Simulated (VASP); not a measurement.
# B (R-3m) in VASP: further runs

Runs on B. Level: PBEsol. Tasks: relaxation of cell and atoms, single point.

Everything below comes from runs of VASP 6.6.1. Logs are shortened: lines on timing, memory, paths and dates and some standing lists are left out, and cuts for length are marked.

## 1. The cell of the first run

The structure is trigonal, space group R-3m (No. 166). Conventional cell: a = 2.629 Å, b = 2.629 Å, c = 7.314 Å, α = 90.00°, β = 90.00°, γ = 120.00°. B (site symmetry 3m) has 6 B at 1.76 to 2.17 Å within 2.3 Å.

## 2. Relaxation of cell and atoms, PBEsol

The input, INCAR:

```
SYSTEM = B
ALGO     = Normal         ! electronic algorithm
EDIFF    = 1E-6           ! SCF threshold, eV
EDIFFG   = -0.04          ! ionic threshold
ENCUT    = 600            ! plane-wave cutoff, eV
GGA      = PS             ! functional
IBRION   = 2              ! ionic algorithm
ISIF     = 3              ! what is computed and relaxed
ISMEAR   = 0              ! smearing method
LASPH    = .True.         ! aspherical terms in the spheres
LCHARG   = .False.        ! write CHGCAR
LREAL    = .False.        ! projectors in reciprocal space
LWAVE    = .False.        ! write WAVECAR
NELM     = 60             ! most SCF steps
NSW      = 90             ! ionic steps
PREC     = Accurate       ! precision mode
SIGMA    = 0.1            ! smearing width, eV
```

The input, KPOINTS:

```
k-points
0
Gamma
  9 9 9
  0 0 0
```

The input, POSCAR:

```
B
1.0
    1.3146712942      0.7590258256      2.4379002952
   -1.3146712942      0.7590258256      2.4379002952
    0.0000000000     -1.5180516513      2.4379002952
B
2
Direct
    0.2275400000      0.2275400000      0.2275400000
    0.7724600000      0.7724600000      0.7724600000
```

Potentials or basis: VASP PAW PBE potentials, release 64 (B).

The run is started by

```console
$ cat potpaw_PBE.64/B/POTCAR > POTCAR
$ mpirun -np 1 vasp_std > vasp.out
```

OUTCAR:

```text
SYSTEM = B
   EDIFF = 1E-6
   EDIFFG = -0.04
   ENCUT = 600
   GGA = PS
   IBRION = 2
   ISIF = 3
   ISMEAR = 0
   LASPH = .True.
   LREAL = .False.
   NELM = 60
   NSW = 90
   PREC = Accurate

 ion  position               nearest neighbor table
   1  0.228  0.228  0.228-   2 1.76   2 1.76   2 1.76   2 2.17   2 2.17   2 2.17
   2  0.772  0.772  0.772-   1 1.76   1 1.76   1 1.76   1 2.17   1 2.17   1 2.17

  LATTYP: Found a trigonal (rhomboedric) cell.
 ALAT       =     2.8719050585
 COS(alpha) =     0.5808936906

  Lattice vectors:

 A1 = (   1.3146712942,   0.7590258256,   2.4379002952)
 A2 = (  -1.3146712942,   0.7590258256,   2.4379002952)
 A3 = (   0.0000000000,  -1.5180516513,   2.4379002952)

Analysis of symmetry for initial positions (statically):
=====================================================================
 Subroutine PRICEL returns:
 Original cell was already a primitive cell.

 Routine SETGRP: Setting up the symmetry group for a
 trigonal (rhombohedral) supercell.

 Subroutine GETGRP returns: Found 12 space group operations
 (whereof 12 operations were pure point group operations)
 out of a pool of 12 trial point group operations.

The static configuration has the point symmetry D_3d.

Analysis of symmetry for dynamics (positions and initial velocities):
=====================================================================
 Subroutine PRICEL returns:
 Original cell was already a primitive cell.

 Routine SETGRP: Setting up the symmetry group for a
 trigonal (rhombohedral) supercell.

 Subroutine GETGRP returns: Found 12 space group operations
 (whereof 12 operations were pure point group operations)
 out of a pool of 12 trial point group operations.

The dynamic configuration has the point symmetry D_3d.

 Subroutine INISYM returns: Found 12 space group operations
 (whereof 12 operations are pure point group operations),
 and found     1 'primitive' translations

----------------------------------------------------------------------------------------

                                     Primitive cell

  volume of cell :      14.5962

  direct lattice vectors                    reciprocal lattice vectors
     1.314671294  0.759025826  2.437900295     0.380323205  0.219579705  0.136729683
    -1.314671294  0.759025826  2.437900295    -0.380323205  0.219579705  0.136729683
     0.000000000 -1.518051651  2.437900295     0.000000000 -0.439159409  0.136729682

  length of vectors
     2.871905059  2.871905059  2.871905059     0.459952164  0.459952164  0.459952164

  position of ions in fractional coordinates (direct lattice)
     0.227540000  0.227540000  0.227540000
     0.772460000  0.772460000  0.772460000

  ion indices of the primitive-cell ions
   primitive index   ion index
                 1           1
                 2           2

----------------------------------------------------------------------------------------

 KPOINTS: k-points

Automatic generation of k-mesh.
 Grid dimensions read from file:
 generate k-points for:    9    9    9

 Generating k-lattice:

  Cartesian coordinates                     Fractional coordinates (reciprocal lattice)
     0.042258134  0.024397745  0.015192187     0.111111111 -0.000000000  0.000000000
    -0.042258134  0.024397745  0.015192187    -0.000000000  0.111111111  0.000000000
     0.000000000 -0.048795490  0.015192187     0.000000000  0.000000000  0.111111111

  Length of vectors
     0.051105796  0.051105796  0.051105796

  Shift w.r.t. Gamma in fractional coordinates (k-lattice)
     0.000000000  0.000000000  0.000000000

 Subroutine IBZKPT returns following result:
 ===========================================

 Found     85 irreducible k-points:

 Following reciprocal coordinates:
            Coordinates               Weight
  0.000000  0.000000  0.000000      1.000000
  0.111111  0.000000  0.000000      6.000000
  0.222222 -0.000000  0.000000      6.000000
  0.333333  0.000000  0.000000      6.000000
  0.444444 -0.000000  0.000000      6.000000
  0.111111  0.111111  0.000000      6.000000
[... 16 lines left out ...]
 -0.333333  0.333333  0.000000      6.000000
  0.444444  0.444444  0.000000      6.000000
 [... further k-points ...]
   k-points           NKPTS =     85   k-points in BZ     NKDIM =     85   number of bands    NBANDS=      7
   number of dos      NEDOS =    301   number of ions     NIONS =      2
   total plane-waves  NPLWV =  13824
   dimension x,y,z NGX =    24 NGY =   24 NGZ =   24
   dimension x,y,z NGXF=    48 NGYF=   48 NGZF=   48
   ions per type =               2
   NGX,Y,Z   is equivalent  to a cutoff of  13.89, 13.89, 13.89 a.u.
   NGXF,Y,Z  is equivalent  to a cutoff of  27.79, 27.79, 27.79 a.u.
 SYSTEM =  B
   PREC   = accura    normal or accurate (medium, high low for compatibility)
   ISTART =      0    job   : 0-new  1-cont  2-samecut
   ICHARG =      2    charge: 1-file 2-atom 10-const
   ISPIN  =      1    spin polarized calculation?
   LNONCOLLINEAR =      F non collinear calculations
   LSORBIT =      F    spin-orbit coupling
   LASPH  =      T    aspherical Exc in radial PAW
   ENCUT  =  600.0 eV  44.10 Ry    6.64 a.u.   5.74  5.74  5.74*2*pi/ulx,y,z
   NELM   =     60;   NELMIN=  2; NELMDL= -5     # of ELM steps
   EDIFF  = 0.1E-05   stopping-criterion for ELM
   LREAL  =      F    real-space projection
   EDIFFG = -.4E-01   stopping-criterion for IOM
   NSW    =     90    number of steps for IOM
   IBRION =      2    ionic relax: 0-MD 1-quasi-New 2-CG
   NFREE  =      1    steps in history (QN), initial steepest desc. (CG)
   ISIF   =      3    stress and relaxation
   ISYM   =      2    0-nonsym 1-usesym 2-fastsym
   POTIM  = 0.5000    time-step for ionic-motion
   TEBEG  =    0.0;   TEEND  =   0.0 temperature during run
   PSTRESS=    0.0 pullay stress
   NELECT =       6.0000    total number of electrons
   NUPDOWN=      -1.0000    fix difference up-down
   EMIN   =  10.00;   EMAX   =-10.00  energy-range for DOS
   EFERMI =   0.00;   METHOD = LEGACY
   ISMEAR =     0;   SIGMA  =   0.10  broadening in eV -4-tet -1-fermi 0-gaus
   EFERMI_NEDOS =   21; number of points for ismear=-14 and -15
   IALGO  =     38    algorithm
   IMIX   =      4    mixing-type and parameters
     AMIX     =   0.40;   BMIX     =  1.00
     AMIX_MAG =   1.60;   BMIX_MAG =  1.00
  volume/ion in A,a.u.               =       7.30        49.25
  Fermi-wavevector in a.u.,A,eV,Ry     =   1.217246  2.300261 20.159579  1.481687
  Thomas-Fermi vector in A             =   2.352573
   LORBIT       =      0    0 simple, 1 ext, 2 COOP (PROOUT), +10 PAW based schemes
   GGA     = PS    functional components
   LHFCALC =     F    Hartree Fock is set to
   AEXX    =    0.0000 exact exchange contribution
   IVDW    =     0    specifies the selected vdW correction
   LEPSILON=     F    determine dielectric tensor
   LRPA    =     F    only Hartree local field effects (RPA)
 conjugate gradient relaxation of ions
 non-spin polarized calculation
 Gauss-broadening in eV      SIGMA  =   0.10
  energy-cutoff  :      600.00
  volume of cell :       14.60
 maximum number of plane-waves:       496
   NGX = 11   NGY = 11   NGZ = 11

--------------------------------------- Ionic step        1  -------------------------------------------

 number of electron       6.0000000 magnetization

 Free energy of the ion-electron system (eV)
  ---------------------------------------------------
  ext. energy  EPLUGINS =         0.00000000
  ---------------------------------------------------
  free energy    TOTEN  =       -11.58639392 eV

  energy without entropy =      -11.58271957  energy(sigma->0) =      -11.58455674

------------------------ aborting loop because EDIFF is reached ----------------------------------------

  FORCE on cell =-STRESS in cart. coord.  units (eV):
  Direction    XX          YY          ZZ          XY          YZ          ZX
  --------------------------------------------------------------------------------------
  -------------------------------------------------------------------------------------
  Total        0.1633150      0.1633150     -2.1548909      0.0000000      0.0000000      0.0000000
  in kB       17.9265056     17.9265056   -236.5347436      0.0000000      0.0000000      0.0000000
  external PRESSURE =     -66.8939108 kB  Pullay stress =       0.0000000 kB
[... 237 lines left out ...]
  energy  without entropy=      -11.9625451533  energy(sigma->0) =      -11.96352167

--------------------------------------- Ionic step        8  -------------------------------------------

 number of electron       6.0000000 magnetization

 Free energy of the ion-electron system (eV)
  ---------------------------------------------------
  ext. energy  EPLUGINS =         0.00000000
  ---------------------------------------------------
  free energy    TOTEN  =       -11.96513921 eV

  energy without entropy =      -11.96313252  energy(sigma->0) =      -11.96413586

 E-fermi :   7.1065     XC(G=0): -12.4606

 val. band max:        7.0248465449   @ k =  -0.4444   0.4444   0.3333
 cond. band min:       7.1229607635   @ k =   0.4444   0.2222  -0.0000
 fundamental gap:      0.0981142185
 Fermi energy:         7.1064883428

 k-point     1 :       0.0000    0.0000    0.0000
  band No.  band energies     occupation
      1      -8.7707      2.00000
      2      10.0665      0.00000
      3      10.8197      0.00000
      4      10.8197      0.00000
      5      20.7475      0.00000
      6      20.7475      0.00000
      7      21.0200      0.00000
[... 221 lines left out ...]
 k-point    24 :       0.4444    0.4444    0.0000
  band No.  band energies     occupation
      1      -2.2348      2.00000
      2       2.1177      2.00000
      3       4.9751      2.00000
      4       5.5164      2.00000
      5      11.5031      0.00000
      6      15.3408      0.00000
      7      24.4862      0.00000

 [... further k-points ...]
[... 5 lines left out ...]
  --------------------------------------------------------------------------------------
  -------------------------------------------------------------------------------------
  Total        0.0145247      0.0145247     -0.0588118      0.0000000      0.0000000     -0.0000000
  in kB        1.7539676      1.7539676     -7.1019898      0.0000000      0.0000000     -0.0000000
  external PRESSURE =      -1.1980182 kB  Pullay stress =       0.0000000 kB
[... 17 lines left out ...]
  FREE ENERGIE OF THE ION-ELECTRON SYSTEM (eV)
  ---------------------------------------------------
  free  energy   TOTEN  =       -11.9651392079 eV

  energy  without entropy=      -11.9631325183  energy(sigma->0) =      -11.96413586

 reached required accuracy - stopping structural energy minimisation
```

Run time: 21 s. Hardware: 1 thread of Intel Xeon 6975P-C, shared host; peak memory 0.14 GiB.

What came out:

```yaml
Free_energy: -11.9651 eV
Relaxed_volume: 6.63 Å³/atom
Relaxed_cell: a = 2.682 Å, b = 2.682 Å, c = 2.682 Å, α = 58.81°, β = 58.81°, γ = 58.81°
Space_group_after_relaxing_to_0.05_Å: R-3m (No. 166)
Energy_gained_by_relaxing: 189.4 meV/atom
Ionic_steps: 8
Pressure_after_relaxing: -0.1 GPa
Largest_force_after_relaxing: 0.025 eV/Å
Band_gap_on_the_k_mesh: zero (band 3 reaches 11.85 eV, above the bottom of band 4 at 3.27 eV)
```

Forces in eV/Å, atoms in the order of the input:
```
B    0.000  0.000  0.025
B    0.000  0.000 -0.025
```

Stress tensor (GPa, compression positive):
```
 0.18  0.00  0.00
 0.00  0.18  0.00
 0.00  0.00 -0.71
```

Step by step:
| step | energy change (eV) | largest force (eV/Å) | pressure (GPa) | volume (Å³) |
| --- | --- | --- | --- | --- |
| 1 | 0.0000 | 1.5708 | -6.69 | 14.60 |
| 2 | -0.2735 | 0.8624 | -7.59 | 13.95 |
| 3 | -0.3746 | 0.0406 | -0.16 | 13.28 |
| 4 | -0.3753 | 0.0806 | -0.81 | 13.32 |
| 5 | -0.3753 | 0.1114 | -1.23 | 13.34 |
| 6 | -0.3781 | 0.0801 | 0.65 | 13.23 |
| 7 | -0.3781 | 0.0804 | 0.64 | 13.23 |
| 8 | -0.3787 | 0.0247 | -0.12 | 13.27 |

Final structure:
```
CELL_PARAMETERS angstrom
1.31675 0.76023 2.20901
-1.31675 0.76023 2.20901
0.00000 -1.52045 2.20901
ATOMIC_POSITIONS crystal
B 0.24961 0.24961 0.24961
B 0.75039 0.75039 0.75039
```

Caveat: the PAW data sets were made with another functional, which shifts forces and pressure a little.

(Part 1 of 2 ends here.)
